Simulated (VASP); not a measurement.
The system is Mo.

```xyz
2
Lattice="2.8252 0.0000 0.0000 -1.4126 2.4467 0.0000 0.0000 0.0000 4.5769" Properties=species:S:1:pos:R:3 pbc="T T T"
Mo    0.0000    1.6311    1.1442
Mo    1.4126    0.8156    3.4327
```

This isn't the form of Mo at room conditions, which is bcc.

- Program: VASP 6.6.1
- Task: relaxation of cell and atoms
- Functional: PBE
- Potentials or basis: VASP PAW PBE potentials, release 64 (Mo_sv)
- Cutoff: 500 eV
- k mesh: 17 × 17 × 9
- Occupations: fermi-dirac, width 0.05 eV
- Spin: no spin polarisation

At the start: pressure 3.2 GPa; volume 15.82 Å³/atom.

**Question.** Where does the relaxation end?

**Answer.** Over 12 steps the energy falls by 34.2 meV/atom and the volume is 16.14 Å³/atom (+2.0 %); space group P6_3/mmc (No. 194, to 0.1 Å) before and after.

The path:
| step | energy change (eV) | largest force (eV/Å) | pressure (GPa) | volume (Å³) |
| --- | --- | --- | --- | --- |
| 1 | 0.0000 | 0.0000 | 3.20 | 31.64 |
| 2 | 0.0093 | 0.0000 | -6.96 | 33.10 |
| 3 | -0.0068 | 0.0000 | -1.01 | 32.21 |
| 4 | -0.0251 | 0.0000 | -1.66 | 32.35 |
| 5 | -0.0634 | 0.0000 | -2.66 | 32.70 |
| 6 | -0.0637 | 0.0000 | -2.60 | 32.61 |
| 7 | -0.0652 | 0.0000 | -2.66 | 32.65 |
| 8 | -0.0503 | 0.0000 | 5.44 | 31.67 |
| 9 | -0.0679 | 0.0000 | -0.49 | 32.37 |
| 10 | -0.0679 | 0.0000 | -0.44 | 32.36 |
| 11 | -0.0683 | 0.0000 | 0.05 | 32.27 |
| 12 | -0.0683 | 0.0000 | -0.01 | 32.28 |

Final structure:
```cif
data_structure
_symmetry_space_group_name_H-M 'P 1'
_symmetry_Int_Tables_number 1
_cell_length_a 2.7585
_cell_length_b 2.7585
_cell_length_c 4.8987
_cell_angle_alpha 90.000
_cell_angle_beta 90.000
_cell_angle_gamma 120.000
_cell_volume 32.28
loop_
_atom_site_label
_atom_site_type_symbol
_atom_site_fract_x
_atom_site_fract_y
_atom_site_fract_z
_atom_site_occupancy
Mo1 Mo 0.33333 0.66667 0.25000 1
Mo2 Mo 0.66667 0.33333 0.75000 1
```
